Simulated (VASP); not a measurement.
Input of a VASP 6.6.1 run:

File INCAR:

```
SYSTEM = Ti
ALGO     = Normal         ! electronic algorithm
EDIFF    = 1E-7           ! SCF threshold, eV
ENCUT    = 520            ! plane-wave cutoff, eV
GGA      = PS             ! functional
ISIF     = 2              ! what is computed and relaxed
ISMEAR   = -1             ! smearing method
LASPH    = .TRUE.         ! aspherical terms in the spheres
LCHARG   = .FALSE.        ! write CHGCAR
LREAL    = .FALSE.        ! projectors in reciprocal space
LWAVE    = .FALSE.        ! write WAVECAR
NBANDS   = 25             ! bands
NELM     = 100            ! most SCF steps
PREC     = Accurate       ! precision mode
SIGMA    = 0.1            ! smearing width, eV
```

KPOINTS

```
k-points
0
G
  8 8 12
  0 0 0
```

POSCAR

```
Ti
1.0
    4.6000000000      0.0000000000      0.0000000000
   -2.3000000000      3.9837170000      0.0000000000
    0.0000000000      0.0000000000      2.8200000000
Ti
3
Direct
    0.0000000000      0.0000000000      0.0000000000
    0.3333333333      0.6666666667      0.5000000000
    0.6666666667      0.3333333333      0.5000000000
```

Potentials or basis: VASP PAW PBE potentials, release 64 (Ti_sv).

Launch:

```sh
$ cat potpaw_PBE.64/Ti_sv/POTCAR > POTCAR
$ mpirun -np 1 vasp_std > vasp.out
```

**Question.** Estimate the band gap on the k mesh.

**Answer.** Zero (band 18 reaches 8.36 eV, above the bottom of band 19 at 8.06 eV).

**Question.** Estimate the pressure.

**Answer.** -5.0 GPa.

Stress tensor (GPa, compression positive):
```
-5.56  0.00  0.00
 0.00 -5.56  0.00
 0.00  0.00 -3.89
```

Caveat: the PAW data sets were made with another functional, which shifts forces and pressure a little.
